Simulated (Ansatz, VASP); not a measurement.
## TiRh3: VASP beside Ansatz

INCAR

```
ALGO     = Normal         # electronic algorithm
EDIFF    = 1E-8           # SCF threshold, eV
ENCUT    = 520            # plane-wave cutoff, eV
ISIF     = 2              # what is computed and relaxed
ISMEAR   = -1             # smearing method
LASPH    = T              # aspherical terms in the spheres
LCHARG   = F              # write CHGCAR
LEFG     = T            
LREAL    = F              # projectors in reciprocal space
LWAVE    = F              # write WAVECAR
NBANDS   = 36             # bands
NELM     = 80             # most SCF steps
PREC     = Accurate       # precision mode
SIGMA    = 0.03           # smearing width, eV
```

The input KPOINTS:

```
k-points
0
Gamma
  10 10 10
```

File POSCAR:

```
TiRh3
1.0
    3.8220000000     -0.0382200000     -0.0382200000
   -0.0382200000      3.8220000000     -0.0382200000
   -0.0382200000     -0.0382200000      3.8220000000
Ti Rh
1 3
Direct
    0.0000000000      0.0000000000      0.0000000000
    0.0000000000      0.5000000000      0.5000000000
    0.5000000000      0.0000000000      0.5000000000
    0.5000000000      0.5000000000      0.0000000000
```

Input for Ansatz:

```yaml
crystal:
  lattice:
    - [3.822, -0.03822, -0.03822]
    - [-0.03822, 3.822, -0.03822]
    - [-0.03822, -0.03822, 3.822]
  atoms:
    - { symbol: Ti, position: [0.0, 0.0, 0.0] }
    - { symbol: Rh, position: [0.0, 0.5, 0.5] }
    - { symbol: Rh, position: [0.5, 0.0, 0.5] }
    - { symbol: Rh, position: [0.5, 0.5, 0.0] }
kpoints:
  mp_grid: { grid: [10, 10, 10] }
scf:
  occupations: { method: fermi_dirac, width: 0.03 }
hamiltonian:
  xc: lda
  pseudopotentials: { kind: all_electron, datasets: crystal }
output:
  forces: true
  stress: true
  eigenvalues: true
  efg: { contact_densities: true }
```

Change from the starting cell: equal xy, yz and zx shear strains of -2 %, crystal datasets.

Alike in both runs: task electric field gradients; functional LDA; k mesh 10 × 10 × 10; occupations fermi-dirac, width 0.03 eV; no spin polarisation.

```csv
,VASP,Ansatz
version,VASP 6.6.1,Ansatz 0.2.0
potentials or method,"VASP PAW LDA potentials, release 64 (Ti_sv, Rh_pv), cutoff 520 eV","all-electron PAW with datasets made for the crystal, scalar-relativistic"
```

```csv
,VASP,Ansatz,Ansatz less VASP
pressure (GPa),-9.3,-9.9,-0.66
"traceless stress, the component that is largest in VASP (GPa)",3.47,3.46,-0.006
size of Vzz on the site where it differs most (V/Å²),35.0,30.9,-4.14
```

LDA's correlation is that of Perdew and Zunger in VASP and of Perdew and Wang (1992) in Ansatz. Ansatz ran all-electron here, and VASP with PAW potentials.
